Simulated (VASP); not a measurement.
## MgO: single point with PBE

Crystal: MgO.

```xyz
2
Lattice="0.0000 2.1980 2.1022 2.1980 0.0000 2.1022 2.1980 2.1980 0.0000" Properties=species:S:1:pos:R:3 pbc="T T T"
Mg    0.0000    0.0000    0.0000
O     2.1980    2.1980    2.1022
```

This cell differs from its parent crystal: biaxial xy strain +4.6%.

```yaml
Program: VASP 6.6.1
Task: single point
Functional: PBE
Potentials_or_basis: VASP PAW PBE potentials, release 64 (Mg, O)
Cutoff: 520 eV
k_mesh: 10 × 10 × 10
Occupations: fermi-dirac, width 0.02 eV
Spin: no spin polarisation
```

```json
{"Pressure": "-7.4 GPa", "Band gap on the k mesh": "3.91 eV, direct"}
```

Stress tensor (GPa, compression positive):
```
-9.48  0.00  0.00
 0.00 -9.48  0.00
 0.00  0.00 -3.33
```

Levels at points of the mesh, in eV from the valence-band top:
```
           k point  band 1  band 2  band 3  band 4  band 5  band 6  band 7  band 8
(0.00, 0.00, 0.00)  -16.90   -0.12    0.00    0.00    3.91   15.16   15.16   15.60
(0.50, 0.00, 0.00)  -15.81   -4.30   -0.64   -0.57    7.33   11.62   14.97   15.96
(0.50, 0.50, 0.00)  -15.52   -3.69   -1.38   -1.38    8.69    9.07   12.59   17.36
(0.50, 0.00, 0.50)  -15.62   -3.83   -1.35   -1.08    9.07    9.14   12.00   17.48
```

Wall time 7.7 s on 1 thread of Intel Xeon 6975P-C, on a shared host, peak memory 0.15 GiB.

Caveat: the cell differs from its parent crystal (biaxial xy strain +4.6%).
